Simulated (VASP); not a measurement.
# WSe2 (R3m) in VASP: further runs

The runs below take WSe2 through single point, with r2SCAN, r2SCAN+D4.

All numbers are computed with VASP 6.6.1; they aren't measurements. Logs are shortened: lines on timing, memory, paths and dates and some standing lists are left out, and cuts for length are marked.

## 1. The cell of the first run

Symmetry: R3m, No. 160, trigonal system. Conventional cell: a = 3.302 Å, b = 3.302 Å, c = 19.739 Å, α = 90.00°, β = 90.00°, γ = 120.00°. Within 3.4 Å of W (site symmetry 3m) lie 6 Se at 2.53 Å and 6 W at 3.30 Å. Se (site symmetry 3m) has 3 W at 2.53 Å and 7 Se at 3.30 to 3.33 Å within 3.4 Å. Within 3.4 Å of Se (site symmetry 3m) lie 3 W at 2.53 Å and 7 Se at 3.30 to 3.33 Å.

## 2. Single point, r2SCAN

The input, POSCAR:

```
WSe2
1.0
    1.6510739566      0.9532479933      6.5796479446
   -1.6510739566      0.9532479933      6.5796479446
    0.0000000000     -1.9064959866      6.5796479446
W Se
1 2
Direct
   -0.0000183143     -0.0000183143     -0.0000183143
    0.4176504316      0.4176504316      0.4176504316
    0.2490345494      0.2490345494      0.2490345494
```

The input, INCAR.step1:

```
PREC     = Accurate       # precision mode
ENCUT    = 550            # plane-wave cutoff, eV
ISMEAR   = 0              # smearing method
SIGMA    = 0.05           # smearing width, eV
LREAL    = F              # projectors in reciprocal space
LASPH    = T              # aspherical terms in the spheres
NELM     = 120            # most SCF steps
NBANDS   = 20             # bands
GGA      = PE             # functional
ALGO     = Normal         # electronic algorithm
EDIFF    = 1E-5           # SCF threshold, eV
LWAVE    = T              # write WAVECAR
LCHARG   = F              # write CHGCAR
GGA_COMPAT= F
```

The input, INCAR.step2:

```
PREC     = Accurate       # precision mode
ENCUT    = 550            # plane-wave cutoff, eV
EDIFF    = 1E-6           # SCF threshold, eV
ISMEAR   = 0              # smearing method
SIGMA    = 0.05           # smearing width, eV
LREAL    = F              # projectors in reciprocal space
LASPH    = T              # aspherical terms in the spheres
NELM     = 120            # most SCF steps
ALGO     = Normal         # electronic algorithm
ISIF     = 2              # what is computed and relaxed
LWAVE    = F              # write WAVECAR
LCHARG   = F              # write CHGCAR
METAGGA  = R2SCAN         # meta-GGA
LMIXTAU  = T            
NBANDS   = 20             # bands
ISTART   = 1            
GGA_COMPAT= F
```

The input, KPOINTS:

```
regular mesh
0
Gamma
  6 6 6
```

Potentials or basis: VASP PAW PBE potentials, release 64 (W_sv, Se).

The run is started by

```
cat potpaw_PBE.64/W_sv/POTCAR potpaw_PBE.64/Se/POTCAR > POTCAR
cp INCAR.step1 INCAR
mpirun -np 1 vasp_std > vasp.out
cp INCAR.step2 INCAR
mpirun -np 1 vasp_std > vasp.out
```

OUTCAR:

```text
PREC = Accurate
   ENCUT = 550
   EDIFF = 1E-6
   ISMEAR = 0
   LREAL = F
   LASPH = T
   NELM = 120
   ISIF = 2
   METAGGA = R2SCAN
   ISTART = 1

 ion  position               nearest neighbor table
   1  1.000  1.000  1.000-   3 2.53   3 2.53   3 2.53   2 2.53   2 2.53   2 2.53
   2  0.418  0.418  0.418-   1 2.53   1 2.53   1 2.53
   3  0.249  0.249  0.249-   1 2.53   1 2.53   1 2.53

  LATTYP: Found a trigonal (rhomboedric) cell.
 ALAT       =     6.8502915282
 COS(alpha) =     0.8838163700

  Lattice vectors:

 A1 = (   1.6510739566,   0.9532479933,   6.5796479446)
 A2 = (  -1.6510739566,   0.9532479933,   6.5796479446)
 A3 = (   0.0000000000,  -1.9064959866,   6.5796479446)

Analysis of symmetry for initial positions (statically):
=====================================================================
 Subroutine PRICEL returns:
 Original cell was already a primitive cell.

 Routine SETGRP: Setting up the symmetry group for a
 trigonal (rhombohedral) supercell.

 Subroutine GETGRP returns: Found  6 space group operations
 (whereof  6 operations were pure point group operations)
 out of a pool of 12 trial point group operations.

The static configuration has the point symmetry C_3v.

Analysis of symmetry for dynamics (positions and initial velocities):
=====================================================================
 Subroutine PRICEL returns:
 Original cell was already a primitive cell.

 Routine SETGRP: Setting up the symmetry group for a
 trigonal (rhombohedral) supercell.

 Subroutine GETGRP returns: Found  6 space group operations
 (whereof  6 operations were pure point group operations)
 out of a pool of 12 trial point group operations.

The dynamic configuration has the point symmetry C_3v.

 Subroutine INISYM returns: Found  6 space group operations
 (whereof  6 operations are pure point group operations),
 and found     1 'primitive' translations

----------------------------------------------------------------------------------------

                                     Primitive cell

  volume of cell :      62.1336

  direct lattice vectors                    reciprocal lattice vectors
     1.651073957  0.953247993  6.579647945     0.302833194  0.174840826  0.050661272
    -1.651073957  0.953247993  6.579647945    -0.302833194  0.174840826  0.050661272
     0.000000000 -1.906495987  6.579647945     0.000000000 -0.349681652  0.050661272

  length of vectors
     6.850291528  6.850291528  6.850291528     0.353332453  0.353332453  0.353332453

  position of ions in fractional coordinates (direct lattice)
     0.999981686  0.999981686  0.999981686
     0.417650432  0.417650432  0.417650432
     0.249034549  0.249034549  0.249034549

  ion indices of the primitive-cell ions
   primitive index   ion index
                 1           1
                 2           2
                 3           3

----------------------------------------------------------------------------------------

 KPOINTS: regular mesh

Automatic generation of k-mesh.
 Grid dimensions read from file:
 generate k-points for:    6    6    6

 Generating k-lattice:

  Cartesian coordinates                     Fractional coordinates (reciprocal lattice)
     0.050472199  0.029140138  0.008443545     0.166666667  0.000000000 -0.000000000
    -0.050472199  0.029140138  0.008443545     0.000000000  0.166666667 -0.000000000
     0.000000000 -0.058280275  0.008443545    -0.000000000 -0.000000000  0.166666667

  Length of vectors
     0.058888742  0.058888742  0.058888742

  Shift w.r.t. Gamma in fractional coordinates (k-lattice)
     0.000000000  0.000000000  0.000000000

 Subroutine IBZKPT returns following result:
 ===========================================

 Found     32 irreducible k-points:

 Following reciprocal coordinates:
            Coordinates               Weight
  0.000000  0.000000  0.000000      1.000000
  0.166667  0.000000 -0.000000      6.000000
  0.333333  0.000000 -0.000000      6.000000
  0.500000  0.000000 -0.000000      3.000000
  0.166667  0.166667 -0.000000      6.000000
  0.333333  0.166667 -0.000000     12.000000
[... 16 lines left out ...]
  0.500000  0.500000  0.166667      6.000000
 -0.333333  0.500000  0.166667     12.000000
 [... further k-points ...]
   k-points           NKPTS =     32   k-points in BZ     NKDIM =     32   number of bands    NBANDS=     20
   number of dos      NEDOS =    301   number of ions     NIONS =      3
   total plane-waves  NPLWV = 157464
   dimension x,y,z NGX =    54 NGY =   54 NGZ =   54
   dimension x,y,z NGXF=   108 NGYF=  108 NGZF=  108
   ions per type =               1   2
   NGX,Y,Z   is equivalent  to a cutoff of  13.10, 13.10, 13.10 a.u.
   NGXF,Y,Z  is equivalent  to a cutoff of  26.21, 26.21, 26.21 a.u.
 SYSTEM =  unknown system
   PREC   = accura    normal or accurate (medium, high low for compatibility)
   ISTART =      1    job   : 0-new  1-cont  2-samecut
   ICHARG =      0    charge: 1-file 2-atom 10-const
   ISPIN  =      1    spin polarized calculation?
   LNONCOLLINEAR =      F non collinear calculations
   LSORBIT =      F    spin-orbit coupling
   LASPH  =      T    aspherical Exc in radial PAW
   ENCUT  =  550.0 eV  40.42 Ry    6.36 a.u.  13.10 13.10 13.10*2*pi/ulx,y,z
   NELM   =    120;   NELMIN=  2; NELMDL=  0     # of ELM steps
   EDIFF  = 0.1E-05   stopping-criterion for ELM
   LREAL  =      F    real-space projection
   EDIFFG = 0.1E-04   stopping-criterion for IOM
   NSW    =      0    number of steps for IOM
   IBRION =     -1    ionic relax: 0-MD 1-quasi-New 2-CG
   NFREE  =      0    steps in history (QN), initial steepest desc. (CG)
   ISIF   =      2    stress and relaxation
   ISYM   =      2    0-nonsym 1-usesym 2-fastsym
   POTIM  = 0.5000    time-step for ionic-motion
   TEBEG  =    0.0;   TEEND  =   0.0 temperature during run
   PSTRESS=    0.0 pullay stress
   NELECT =      26.0000    total number of electrons
   NUPDOWN=      -1.0000    fix difference up-down
   EMIN   =  10.00;   EMAX   =-10.00  energy-range for DOS
   EFERMI =   0.00;   METHOD = LEGACY
   ISMEAR =     0;   SIGMA  =   0.05  broadening in eV -4-tet -1-fermi 0-gaus
   EFERMI_NEDOS =   21; number of points for ismear=-14 and -15
   IALGO  =     38    algorithm
   IMIX   =      4    mixing-type and parameters
     AMIX     =   0.40;   BMIX     =  1.00
     AMIX_MAG =   1.60;   BMIX_MAG =  1.00
  volume/ion in A,a.u.               =      20.71       139.77
  Fermi-wavevector in a.u.,A,eV,Ry     =   1.224495  2.313961 20.400427  1.499389
  Thomas-Fermi vector in A             =   2.359568
   LORBIT       =      0    0 simple, 1 ext, 2 COOP (PROOUT), +10 PAW based schemes
   METAGGA = R2SCAN    functional components
   LHFCALC =     F    Hartree Fock is set to
   AEXX    =    0.0000 exact exchange contribution
   IVDW    =     0    specifies the selected vdW correction
   LEPSILON=     F    determine dielectric tensor
   LRPA    =     F    only Hartree local field effects (RPA)
 non-spin polarized calculation
 Gauss-broadening in eV      SIGMA  =   0.05
  energy-cutoff  :      550.00
  volume of cell :       62.13
 maximum number of plane-waves:      1844
 NGX is ok and might be reduce to    54
   NGX = 27   NGY = 27   NGZ = 27

 number of electron      26.0000000 magnetization

 Free energy of the ion-electron system (eV)
  ---------------------------------------------------
  ext. energy  EPLUGINS =         0.00000000
  ---------------------------------------------------
  free energy    TOTEN  =       -81.77676524 eV

  energy without entropy =      -81.77676524  energy(sigma->0) =      -81.77676524

 E-fermi :   6.0995     XC(G=0): -11.2520

 val. band max:        5.8588075107   @ k =   0.5000   0.5000   0.5000
 cond. band min:       7.0635658578   @ k =  -0.1667   0.1667   0.0000
 fundamental gap:      1.2047583471
 Fermi energy:         6.0995431353

 k-point     1 :       0.0000    0.0000    0.0000
  band No.  band energies     occupation
      1     -70.4661      2.00000
      2     -34.0592      2.00000
      3     -33.9384      2.00000
      4     -33.9384      2.00000
      5     -10.0395      2.00000
      6      -8.4060      2.00000
[... 12 lines left out ...]
     19      14.2713      0.00000
     20      14.4861      0.00000

 k-point     2 :       0.1667    0.0000   -0.0000
  band No.  band energies     occupation
      1     -70.4633      2.00000
      2     -34.0473      2.00000
      3     -33.9994      2.00000
      4     -33.9527      2.00000
      5      -9.6143      2.00000
      6      -8.2273      2.00000
[... 12 lines left out ...]
     19      14.8680      0.00000
     20      15.3738      0.00000

 k-point     3 :       0.3333    0.0000   -0.0000
  band No.  band energies     occupation
      1     -70.4577      2.00000
      2     -34.1194      2.00000
      3     -34.0234      2.00000
      4     -33.9811      2.00000
      5      -8.5898      2.00000
      6      -7.8105      2.00000
[... 12 lines left out ...]
     19      13.2869      0.00000
     20      13.8323      0.00000

 k-point     4 :       0.5000    0.0000   -0.0000
  band No.  band energies     occupation
      1     -70.4549      2.00000
      2     -34.1784      2.00000
      3     -34.0114      2.00000
      4     -33.9953      2.00000
      5      -7.9183      2.00000
      6      -7.5653      2.00000
[... 12 lines left out ...]
     19      12.6601      0.00000
     20      13.2601      0.00000

 k-point     5 :       0.1667    0.1667   -0.0000
  band No.  band energies     occupation
      1     -70.4633      2.00000
      2     -34.0473      2.00000
      3     -33.9994      2.00000
      4     -33.9527      2.00000
      5      -9.5999      2.00000
      6      -8.2524      2.00000
[... 12 lines left out ...]
     19      14.8322      0.00000
     20      15.2591      0.00000

 k-point     6 :       0.3333    0.1667   -0.0000
  band No.  band energies     occupation
      1     -70.4591      2.00000
      2     -34.0783      2.00000
      3     -34.0294      2.00000
      4     -33.9855      2.00000
      5      -8.8548      2.00000
      6      -7.9583      2.00000
[... 12 lines left out ...]
     19      14.4324      0.00000
     20      15.2453      0.00000

 k-point     7 :       0.5000    0.1667   -0.0000
  band No.  band energies     occupation
      1     -70.4548      2.00000
      2     -34.1484      2.00000
      3     -34.0261      2.00000
      4     -34.0114      2.00000
      5      -7.9338      2.00000
      6      -7.5763      2.00000
[... 12 lines left out ...]
     19      14.0256      0.00000
     20      14.9228      0.00000
[... 277 lines left out ...]
 k-point    20 :       0.5000    0.3333    0.1667
  band No.  band energies     occupation
      1     -70.4591      2.00000
      2     -34.0783      2.00000
      3     -34.0294      2.00000
      4     -33.9855      2.00000
      5      -8.7682      2.00000
      6      -8.0766      2.00000
[... 12 lines left out ...]
     19      14.7667      0.00000
     20      15.4873      0.00000

 k-point    21 :      -0.3333    0.3333    0.1667
  band No.  band energies     occupation
      1     -70.4548      2.00000
      2     -34.1484      2.00000
      3     -34.0261      2.00000
      4     -34.0114      2.00000
      5      -7.8836      2.00000
      6      -7.6332      2.00000
[... 12 lines left out ...]
     19      14.1481      0.00000
     20      14.8638      0.00000

 k-point    22 :      -0.1667    0.3333    0.1667
  band No.  band energies     occupation
      1     -70.4548      2.00000
      2     -34.1484      2.00000
      3     -34.0261      2.00000
      4     -34.0114      2.00000
      5      -7.9424      2.00000
      6      -7.5686      2.00000
[... 12 lines left out ...]
     19      13.7957      0.00000
     20      14.6578      0.00000

 k-point    23 :       0.5000    0.5000    0.1667
  band No.  band energies     occupation
      1     -70.4577      2.00000
      2     -34.1193      2.00000
      3     -34.0234      2.00000
      4     -33.9811      2.00000
      5      -8.4595      2.00000
      6      -7.9787      2.00000
[... 12 lines left out ...]
     19      13.5476      0.00000
     20      14.6969      0.00000

 k-point    24 :      -0.3333    0.5000    0.1667
  band No.  band energies     occupation
      1     -70.4549      2.00000
      2     -34.1484      2.00000
      3     -34.0261      2.00000
      4     -34.0114      2.00000
      5      -7.8555      2.00000
      6      -7.6651      2.00000
[... 12 lines left out ...]
     19      13.6111      0.00000
     20      14.5580      0.00000

 [... further k-points ...]

------------------------ aborting loop because EDIFF is reached ----------------------------------------

  FORCE on cell =-STRESS in cart. coord.  units (eV):
  Direction    XX          YY          ZZ          XY          YZ          ZX
  --------------------------------------------------------------------------------------
  -------------------------------------------------------------------------------------
  Total        0.6422542      0.6422542      0.6125306      0.0000000      0.0000000     -0.0000000
  in kB       16.5611770     16.5611770     15.7947243      0.0000000      0.0000000     -0.0000000
  external PRESSURE =      16.3056928 kB  Pullay stress =       0.0000000 kB

 VOLUME and BASIS-vectors are now :
 -----------------------------------------------------------------------------
  energy-cutoff  :      550.00
  volume of cell :       62.13
      direct lattice vectors                 reciprocal lattice vectors
     1.651073957  0.953247993  6.579647945     0.302833194  0.174840826  0.050661272
    -1.651073957  0.953247993  6.579647945    -0.302833194  0.174840826  0.050661272
     0.000000000 -1.906495987  6.579647945     0.000000000 -0.349681652  0.050661272

 POSITION                                       TOTAL-FORCE (eV/Angst)
 -----------------------------------------------------------------------------------
      0.00000      0.00000     19.73858         0.000000      0.000000      0.000582
      0.00000      0.00000      8.24398         0.000000     -0.000000      0.010898
      0.00000      0.00000      4.91568         0.000000     -0.000000     -0.011481
 -----------------------------------------------------------------------------------
    total drift:                                0.000000      0.000000     -0.000122

  FREE ENERGIE OF THE ION-ELECTRON SYSTEM (eV)
  ---------------------------------------------------
  free  energy   TOTEN  =       -81.7767652395 eV

  energy  without entropy=      -81.7767652395  energy(sigma->0) =      -81.77676524
```

Wall time 23 min (1 thread of Intel Xeon 8259CL, shared host); peak memory 0.45 GiB.

Results:

```
Free energy            : -81.7768 eV
Pressure               : 1.6 GPa
Largest force          : 0.011 eV/Å
Band gap on the k mesh : 1.20 eV (least direct gap 1.69 eV)
```

Forces in eV/Å, atoms in the order of the input:
```
W    0.000  0.000  0.001
Se   0.000  0.000  0.011
Se   0.000  0.000 -0.011
```

Levels at points of the mesh, in eV from the valence-band top:
| k point | band 11 | band 12 | band 13 | band 14 | band 15 | band 16 |
| --- | --- | --- | --- | --- | --- | --- |
| (0.00, 0.00, 0.00) | -1.72 | -1.31 | -1.06 | 2.71 | 2.71 | 3.01 |
| (0.50, 0.00, 0.00) | -2.36 | -1.48 | -1.33 | 2.23 | 2.48 | 3.78 |
| (0.50, 0.50, 0.00) | -2.92 | -1.53 | -1.32 | 2.19 | 2.64 | 3.42 |
| (0.50, 0.50, 0.50) | -1.69 | -1.69 | 0.00 | 2.81 | 2.81 | 2.87 |

Caveat: the PAW data sets were made with another functional, which shifts forces and pressure a little; spin-orbit coupling is left out, which moves the levels of the heavy elements.

(Continued in part 2 of 2.)
